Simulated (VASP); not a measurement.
# LiF (P6_3mc) in VASP: further runs, part 2 of 2

VASP 6.6.1.

## 6. Single point, PBE (volume 10.370 Å^3 an atom, c/a of the conventional cell 1.7166)

Contents of INCAR:

```
PREC = Accurate
ENCUT = 520
EDIFF = 1E-7
ISMEAR = 0
SIGMA = 0.05
LREAL = False
LASPH = True
NELM = 80
ALGO = Normal
ISIF = 2
LWAVE = False
LCHARG = True
GGA = PE
LELF = True
LVHAR = True
NBANDS = 18
```

Contents of KPOINTS:

```
regular mesh
0
Gamma
  9 9 6
```

Contents of POSCAR:

```
LiF
1.0
    3.0330703577      0.0000000000      0.0000000000
   -1.5165351788      2.6267159812      0.0000000000
    0.0000000000      0.0000000000      5.2065685760
Li F
2 2
Direct
    0.3333333333      0.6666666667      0.3810713234
    0.6666666667      0.3333333333      0.8810713234
    0.3333333333      0.6666666667      0.9939266766
    0.6666666667      0.3333333333      0.4939266766
```

Potentials or basis: VASP PAW PBE potentials, release 64 (Li_sv, F).

On the command line:

```
> cat potpaw_PBE.64/Li_sv/POTCAR potpaw_PBE.64/F/POTCAR > POTCAR
> mpirun -np 1 vasp_std > vasp.out
```

OUTCAR:

```text
PREC = Accurate
   ENCUT = 520
   EDIFF = 1E-7
   ISMEAR = 0
   LREAL = False
   LASPH = True
   NELM = 80
   ISIF = 2
   GGA = PE

 ion  position               nearest neighbor table
   1  0.333  0.667  0.381-   4 1.85   4 1.85   4 1.85   3 2.02
   2  0.667  0.333  0.881-   3 1.85   3 1.85   3 1.85   4 2.02
   3  0.333  0.667  0.994-   2 1.85   2 1.85   2 1.85   1 2.02
   4  0.667  0.333  0.494-   1 1.85   1 1.85   1 1.85   2 2.02

  LATTYP: Found a hexagonal cell.
 ALAT       =     3.0330703577
 C/A-ratio  =     1.7166000000

  Lattice vectors:

 A1 = (   3.0330703577,   0.0000000000,   0.0000000000)
 A2 = (  -1.5165351788,   2.6267159812,   0.0000000000)
 A3 = (   0.0000000000,   0.0000000000,   5.2065685760)

Analysis of symmetry for initial positions (statically):
=====================================================================
 Subroutine PRICEL returns:
 Original cell was already a primitive cell.

 Routine SETGRP: Setting up the symmetry group for a
 hexagonal supercell.

 Subroutine GETGRP returns: Found 12 space group operations
 (whereof  6 operations were pure point group operations)
 out of a pool of 24 trial point group operations.

The static configuration has the point symmetry C_3v.
 The point group associated with its full space group is C_6v.

Analysis of symmetry for dynamics (positions and initial velocities):
=====================================================================
 Subroutine PRICEL returns:
 Original cell was already a primitive cell.

 Routine SETGRP: Setting up the symmetry group for a
 hexagonal supercell.

 Subroutine GETGRP returns: Found 12 space group operations
 (whereof  6 operations were pure point group operations)
 out of a pool of 24 trial point group operations.

The dynamic configuration has the point symmetry C_3v.
 The point group associated with its full space group is C_6v.

 Subroutine INISYM returns: Found 12 space group operations
 (whereof  6 operations are pure point group operations),
 and found     1 'primitive' translations

----------------------------------------------------------------------------------------

                                     Primitive cell

  volume of cell :      41.4808

  direct lattice vectors                    reciprocal lattice vectors
     3.033070358  0.000000000  0.000000000     0.329698913  0.190351756  0.000000000
    -1.516535179  2.626715981  0.000000000     0.000000000  0.380703512  0.000000000
     0.000000000  0.000000000  5.206568576     0.000000000  0.000000000  0.192065078

  length of vectors
     3.033070358  3.033070358  5.206568576     0.380703512  0.380703512  0.192065078

  position of ions in fractional coordinates (direct lattice)
     0.333333333  0.666666667  0.381071323
     0.666666667  0.333333333  0.881071323
     0.333333333  0.666666667  0.993926677
     0.666666667  0.333333333  0.493926677

  ion indices of the primitive-cell ions
   primitive index   ion index
                 1           1
                 2           2
                 3           3
                 4           4

----------------------------------------------------------------------------------------

 KPOINTS: regular mesh

Automatic generation of k-mesh.
 Grid dimensions read from file:
 generate k-points for:    9    9    6

 Generating k-lattice:

  Cartesian coordinates                     Fractional coordinates (reciprocal lattice)
     0.036633213  0.021150195  0.000000000     0.111111111  0.000000000  0.000000000
     0.000000000  0.042300390  0.000000000     0.000000000  0.111111111  0.000000000
     0.000000000  0.000000000  0.032010846     0.000000000  0.000000000  0.166666667

  Length of vectors
     0.042300390  0.042300390  0.032010846

  Shift w.r.t. Gamma in fractional coordinates (k-lattice)
     0.000000000  0.000000000  0.000000000

 Subroutine IBZKPT returns following result:
 ===========================================

 Found     48 irreducible k-points:

 Following reciprocal coordinates:
            Coordinates               Weight
  0.000000  0.000000  0.000000      1.000000
  0.111111  0.000000  0.000000      6.000000
  0.222222  0.000000  0.000000      6.000000
  0.333333  0.000000  0.000000      6.000000
  0.444444  0.000000  0.000000      6.000000
  0.111111  0.111111  0.000000      6.000000
[... 16 lines left out ...]
  0.333333  0.222222  0.166667     24.000000
  0.333333  0.333333  0.166667      4.000000
 [... further k-points ...]
   k-points           NKPTS =     48   k-points in BZ     NKDIM =     48   number of bands    NBANDS=     18
   number of dos      NEDOS =    301   number of ions     NIONS =      4
   total plane-waves  NPLWV =  23040
   dimension x,y,z NGX =    24 NGY =   24 NGZ =   40
   dimension x,y,z NGXF=    48 NGYF=   48 NGZF=   80
   ions per type =               2   2
   NGX,Y,Z   is equivalent  to a cutoff of  13.15, 13.15, 12.77 a.u.
   NGXF,Y,Z  is equivalent  to a cutoff of  26.31, 26.31, 25.54 a.u.
 SYSTEM =  unknown system
   PREC   = accura    normal or accurate (medium, high low for compatibility)
   ISTART =      0    job   : 0-new  1-cont  2-samecut
   ICHARG =      2    charge: 1-file 2-atom 10-const
   ISPIN  =      1    spin polarized calculation?
   LNONCOLLINEAR =      F non collinear calculations
   LSORBIT =      F    spin-orbit coupling
   LASPH  =      T    aspherical Exc in radial PAW
   ENCUT  =  520.0 eV  38.22 Ry    6.18 a.u.   5.64  5.64  9.68*2*pi/ulx,y,z
   NELM   =     80;   NELMIN=  2; NELMDL= -5     # of ELM steps
   EDIFF  = 0.1E-06   stopping-criterion for ELM
   LREAL  =      F    real-space projection
   EDIFFG = 0.1E-05   stopping-criterion for IOM
   NSW    =      0    number of steps for IOM
   IBRION =     -1    ionic relax: 0-MD 1-quasi-New 2-CG
   NFREE  =      0    steps in history (QN), initial steepest desc. (CG)
   ISIF   =      2    stress and relaxation
   ISYM   =      2    0-nonsym 1-usesym 2-fastsym
   POTIM  = 0.5000    time-step for ionic-motion
   TEBEG  =    0.0;   TEEND  =   0.0 temperature during run
   PSTRESS=    0.0 pullay stress
   NELECT =      20.0000    total number of electrons
   NUPDOWN=      -1.0000    fix difference up-down
   EMIN   =  10.00;   EMAX   =-10.00  energy-range for DOS
   EFERMI =   0.00;   METHOD = LEGACY
   ISMEAR =     0;   SIGMA  =   0.05  broadening in eV -4-tet -1-fermi 0-gaus
   EFERMI_NEDOS =   21; number of points for ismear=-14 and -15
   IALGO  =     38    algorithm
   IMIX   =      4    mixing-type and parameters
     AMIX     =   0.40;   BMIX     =  1.00
     AMIX_MAG =   1.60;   BMIX_MAG =  1.00
  volume/ion in A,a.u.               =      10.37        69.98
  Fermi-wavevector in a.u.,A,eV,Ry     =   1.283716  2.425872 22.421420  1.647928
  Thomas-Fermi vector in A             =   2.415953
   LORBIT       =      0    0 simple, 1 ext, 2 COOP (PROOUT), +10 PAW based schemes
   GGA     = PE    functional components
   LHFCALC =     F    Hartree Fock is set to
   AEXX    =    0.0000 exact exchange contribution
   IVDW    =     0    specifies the selected vdW correction
   LEPSILON=     F    determine dielectric tensor
   LRPA    =     F    only Hartree local field effects (RPA)
 non-spin polarized calculation
 Gauss-broadening in eV      SIGMA  =   0.05
  energy-cutoff  :      520.00
  volume of cell :       41.48
 maximum number of plane-waves:      1135
 NGX is ok and might be reduce to    24
   NGX = 11   NGY = 11   NGZ = 19

 number of electron      20.0000007 magnetization

 Free energy of the ion-electron system (eV)
  ---------------------------------------------------
  ext. energy  EPLUGINS =         0.00000000
  ---------------------------------------------------
  free energy    TOTEN  =       -19.24323934 eV

  energy without entropy =      -19.24323934  energy(sigma->0) =      -19.24323934

 E-fermi :  -2.5384     XC(G=0):  -8.6354

 val. band max:       -2.7667895281   @ k =   0.0000   0.0000   0.0000
 cond. band min:       4.8854250100   @ k =   0.0000   0.0000   0.0000
 fundamental gap:      7.6522145382
 Fermi energy:        -2.5383640892

 k-point     1 :       0.0000    0.0000    0.0000
  band No.  band energies     occupation
      1     -43.2099      2.00000
      2     -43.1861      2.00000
      3     -22.0341      2.00000
      4     -21.8714      2.00000
      5      -4.6801      2.00000
      6      -2.9656      2.00000
[... 10 lines left out ...]
     17      17.1886      0.00000
     18      17.1886      0.00000
[... 466 lines left out ...]
      2     -43.1689      2.00000
      3     -21.8268      2.00000
      4     -21.8268      2.00000
      5      -4.5118      2.00000
      6      -3.8615      2.00000
[... 10 lines left out ...]
     17      15.4457      0.00000
     18      18.1390      0.00000

 [... further k-points ...]
[... 5 lines left out ...]
  --------------------------------------------------------------------------------------
  -------------------------------------------------------------------------------------
  Total        0.7604893      0.7604893     -1.0957672      0.0000000      0.0000000     -0.0000000
  in kB       29.3735535     29.3735535    -42.3235117      0.0000000      0.0000000     -0.0000000
  external PRESSURE =       5.4745318 kB  Pullay stress =       0.0000000 kB

 VOLUME and BASIS-vectors are now :
 -----------------------------------------------------------------------------
  energy-cutoff  :      520.00
  volume of cell :       41.48
      direct lattice vectors                 reciprocal lattice vectors
     3.033070358  0.000000000  0.000000000     0.329698913  0.190351756  0.000000000
    -1.516535179  2.626715981  0.000000000     0.000000000  0.380703512  0.000000000
     0.000000000  0.000000000  5.206568576     0.000000000  0.000000000  0.192065078

 POSITION                                       TOTAL-FORCE (eV/Angst)
 -----------------------------------------------------------------------------------
     -0.00000      1.75114      1.98407        -0.000000      0.000000     -0.210520
      1.51654      0.87557      4.58736         0.000000     -0.000000     -0.210520
     -0.00000      1.75114      5.17495         0.000000     -0.000000      0.210520
      1.51654      0.87557      2.57166        -0.000000      0.000000      0.210520
 -----------------------------------------------------------------------------------
    total drift:                                0.000001      0.000001      0.000285

  FREE ENERGIE OF THE ION-ELECTRON SYSTEM (eV)
  ---------------------------------------------------
  free  energy   TOTEN  =       -19.2432393371 eV

  energy  without entropy=      -19.2432393371  energy(sigma->0) =      -19.24323934
```

stdout:

```text
POSCAR found type information on POSCAR LiF
 POSCAR found :  2 types and       4 ions
 scaLAPACK will be used
 LDA part: xc-table for (Slater+PW92), standard interpolation
 POSCAR, INCAR and KPOINTS ok, starting setup
 FFT: planning ... GRIDC
 FFT: planning ... GRID_SOFT
 FFT: planning ... GRID
 WAVECAR not read
 entering main loop
```

Run time: 14 s. Hardware: 1 thread of Intel Xeon 6975P-C (Granite Rapids), shared host; peak memory 0.16 GiB.

What came out:

```yaml
Free_energy: -19.2432 eV
Largest_force: 0.211 eV/Å
Band_gap_on_the_k_mesh: 7.65 eV, direct
```

Forces on the atoms (eV/Å):
```
Li   0.000  0.000 -0.211
Li   0.000  0.000 -0.211
F    0.000  0.000  0.211
F    0.000  0.000  0.211
```

Levels at points of the mesh, in eV from the valence-band top:
```
           k point  band 6  band 7  band 8  band 9  band 10  band 11  band 12  band 13  band 14  band 15
(0.00, 0.00, 0.00)   -0.20   -0.20   -0.01    0.00     0.00     7.65    11.43    14.54    18.60    19.10
(0.00, 0.00, 0.50)   -1.04   -0.10   -0.10   -0.10    -0.10     9.21     9.21    16.63    16.63    19.35
```

Caveat: the cutoff is under 1.25 times the usual one of these potentials, so pressure, stress and relaxed cells hold a basis-set (Pulay) error. A k mesh can miss the band edges.

## 7. Summary

```csv
cell,gap on the mesh (eV),largest force (eV/Å)
"a = 3.064, b = 3.064, c = 5.103 Å, angles 90.0, 90.0, 120.0°, 4 atoms",7.64,0.16
"a = 3.157, b = 3.157, c = 4.804 Å, angles 90.0, 90.0, 120.0°, 4 atoms",7.56,0.11
"a = 3.222, b = 3.222, c = 4.615 Å, angles 90.0, 90.0, 120.0°, 4 atoms",7.50,0.41
"a = 3.095, b = 3.095, c = 5.001 Å, angles 90.0, 90.0, 120.0°, 4 atoms",7.61,0.09
"a = 3.033, b = 3.033, c = 5.207 Å, angles 90.0, 90.0, 120.0°, 4 atoms",7.65,0.21
```

Alike in all rows: task single point; level PBE; potentials or basis VASP PAW PBE potentials, release 64 (Li_sv, F); no spin polarisation; k mesh 9 × 9 × 6; cutoff (eV) 520; smearing gaussian 0.05 eV.

Caveats: the cutoff is under 1.25 times the usual one of these potentials, so pressure, stress and relaxed cells hold a basis-set (Pulay) error.

Absolute energies hang on the potentials; compare differences alone.
